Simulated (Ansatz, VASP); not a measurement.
# One calculation of Sn, two programs

File POSCAR:

```
Sn
1.0
   -1.7604013028      1.8103704880      2.3842034864
    1.7604013028     -1.8103704880      2.3842034864
    1.7604013028      1.8103704880     -2.3842034864
Sn
1
Direct
    0.0000000000      0.0000000000      0.0000000000
```

The input INCAR.step1:

```
SYSTEM = Sn
ALGO = Normal
EDIFF = 1E-4
ENCUT = 520
GGA = PE
ISMEAR = -1
LASPH = .TRUE.
LCHARG = .FALSE.
LREAL = .FALSE.
LWAVE = .TRUE.
NBANDS = 13
NELM = 60
PREC = Accurate
SIGMA = 0.05
```

File INCAR.step2:

```
SYSTEM = Sn
ALGO = Normal
EDIFF = 1E-7
ENCUT = 520
ISIF = 2
ISMEAR = -1
ISTART = 1
LASPH = .TRUE.
LCHARG = .FALSE.
LMIXTAU = .TRUE.
LREAL = .FALSE.
LWAVE = .FALSE.
METAGGA = R2SCAN
NBANDS = 13
NELM = 60
PREC = Accurate
SIGMA = 0.05
```

KPOINTS

```
k-points
0
G
  11 11 11
  0 0 0
```

input.yaml

```yaml
crystal:
  lattice:
    - [-1.7604013028, 1.810370488, 2.3842034864]
    - [1.7604013028, -1.810370488, 2.3842034864]
    - [1.7604013028, 1.810370488, -2.3842034864]
  atoms:
    - { symbol: Sn, position: [0.0, 0.0, 0.0] }
hamiltonian:
  xc: r2scan
  pseudopotentials: { kind: paw }
kpoints:
  mp_grid: { grid: [11, 11, 11] }
scf:
  occupations: { method: fermi_dirac, width: 0.05 }
output:
  forces: true
  stress: true
  eigenvalues: true
```

Alike in both runs: task single point; functional r2SCAN; k mesh 11 × 11 × 11; occupations fermi-dirac, width 0.05 eV; no spin polarisation.

|  | VASP | Ansatz |
| --- | --- | --- |
| version | VASP 6.6.1 | Ansatz 0.2.0 |
| potentials or method | VASP PAW PBE potentials, release 64 (Sn_d) | Ansatz PAW |
| plane-wave cutoff (eV) | 520 | 500 |
| valence electrons in the cell | 14 | 14 |

```tsv
	VASP	Ansatz	Ansatz less VASP
gap on the k mesh at the Fermi level (eV)	none	none	-
pressure (GPa)	-4.3	-4.3	+0.04
traceless stress, the component that is largest in VASP (GPa)	-0.85	-0.85	+0.005
```

VASP's potentials were made for PBE, not for r2SCAN. A gap of «none» marks a metal or a gap that the smearing closes. With one functional, cell and mesh, what is left measures potentials, basis and numerics.
